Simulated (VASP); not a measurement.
Input of a VASP 6.6.1 run:

Contents of INCAR:

```
ALGO = Normal
EDIFF = 1E-7
ENCUT = 520
GGA = PS
ISIF = 2
ISMEAR = 1
LASPH = True
LCHARG = False
LREAL = False
LWAVE = False
NBANDS = 35
NELM = 80
PREC = Accurate
SIGMA = 0.146
```

The input KPOINTS:

```
k-points
0
Gamma
  12 12 4
```

File POSCAR:

```
MoS2
1.0
    3.1163175443      0.0000000000      0.0000000000
   -1.5581587722      2.6988101596      0.0000000000
    0.0000000000      0.0000000000     12.4689230377
Mo S
2 4
Direct
    0.3333333333      0.6666666667      0.2500000000
    0.6666666667      0.3333333333      0.7500000000
    0.3333333333      0.6666666667      0.6259932117
    0.6666666667      0.3333333333      0.1259932117
    0.3333333333      0.6666666667      0.8740067883
    0.6666666667      0.3333333333      0.3740067883
```

Potentials or basis: VASP PAW PBE potentials, release 64 (Mo_sv, S).

The run is started by

```bash
$ cat potpaw_PBE.64/Mo_sv/POTCAR potpaw_PBE.64/S/POTCAR > POTCAR
$ mpirun -np 1 vasp_std > vasp.out
```

Predict the pressure.

3.9 GPa.

Estimate the band gap on the k mesh.

0.98 eV (least direct gap 1.80 eV).

What does it give for the largest force?

0.427 eV/Å.

Forces on the atoms (eV/Å):
```
Mo   0.000  0.000  0.000
Mo   0.000  0.000  0.000
S    0.000  0.000 -0.427
S    0.000  0.000 -0.427
S    0.000  0.000  0.427
S    0.000  0.000  0.427
```

Caveat: the cell stands under pressure; the PAW data sets were made with another functional, which shifts forces and pressure a little; this functional lacks dispersion, which binds the layers, so the pressure and a relaxed spacing across them are unreliable. A k mesh can miss the band edges.
